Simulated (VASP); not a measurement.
RbReSe2: single point with PBE

The system is RbReSe2.

```
Re Se Rb
1.0
     4.07508    0.00000    0.00000
    -2.03754    3.52913    0.00000
     0.00000   -2.35275    7.69334
Re Se Rb
1 2 1
Cartesian
  2.0375 -1.1764 3.8467
  0.0000 0.0000 5.3338
  2.0375 1.1764 2.3595
  0.0000 0.0000 0.0000
```

* Program: VASP 6.6.1
* Task: single point
* Functional: PBE
* Potentials or basis: VASP PAW PBE potentials, release 64 (Re, Se, Rb_sv)
* Cutoff: 520 eV
* k mesh: 10 × 10 × 10
* Occupations: fermi-dirac, width 0.1 eV
* Spin: no spin polarisation
* Dipole correction: no
* Further INCAR settings: ALGO = Normal; EDIFF = 1e-06; NBANDS = 22

```yaml
Pressure: -8.7 GPa
Largest_force: 2.234 eV/Å
Band_gap_on_the_k_mesh: zero (bands 14 and 15 overlap by 0.53 eV)
```

Forces in eV/Å, atoms in the order of the input:
```
Re   0.000  0.000  0.000
Se   0.000  0.000 -2.234
Se   0.000  0.000  2.234
Rb   0.000  0.000  0.000
```

Stress tensor (GPa, compression positive):
```
-8.77  0.00  0.00
 0.00 -8.77  0.00
 0.00  0.00 -8.59
```

Levels at points of the mesh, in eV from the Fermi level:
```
           k point  band 12  band 13  band 14  band 15  band 16  band 17
(0.00, 0.00, 0.00)    -1.27    -0.77    -0.77    -0.45     1.30     1.86
(0.50, 0.00, 0.00)    -2.46    -0.94    -0.11    -0.08     2.09     2.14
(0.00, 0.50, 0.00)    -2.29    -1.07    -0.12    -0.08     1.90     1.91
(0.00, 0.00, 0.50)    -1.40    -0.76    -0.76    -0.41     2.17     2.17
```

Wall time 8.7 min on 1 thread of AMD EPYC 7R13 (shared host), peak memory 0.41 GiB.

Caveat: the cell stands under tension; spin-orbit coupling is left out, which moves the levels of the heavy elements; forces of over 1 eV/Å act on the atoms, so gaps and moduli don't describe the material at rest.
